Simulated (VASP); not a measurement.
ZnSe:

```
CELL_PARAMETERS angstrom
3.32515 0.00000 0.00000
0.00000 3.32515 0.00000
0.00000 0.00000 3.32515
ATOMIC_POSITIONS crystal
Zn 0.00000 0.00000 0.00000
Se 0.50000 0.50000 0.50000
```

Base run:

```yaml
Program: VASP 6.6.1
Functional: PBE
Potentials_or_basis: VASP PAW PBE potentials, release 64 (Zn, Se)
Cutoff: 520 eV
k_mesh: 8 × 8 × 8
Occupations: fermi-dirac, width 0.02 eV
Spin: no spin polarisation
```

Its results: band gap on the k mesh zero (band 9 reaches 4.55 eV, above the bottom of band 10 at 2.72 eV); pressure 1.4 GPa.

Question: The run is repeated on the same cell with these changes: functional from PBE to r2SCAN; further incar settings from ALGO = Normal; EDIFF = 1e-06; NBANDS = 16 to ALGO = Normal; EDIFF = 1e-07; NBANDS = 16. What comes out?

Answer: Band gap on the k mesh zero (band 9 reaches 4.37 eV, above the bottom of band 10 at 2.78 eV); pressure 0.2 GPa.

Caveats: the PAW data sets were made with another functional, which shifts forces and pressure a little (some runs).
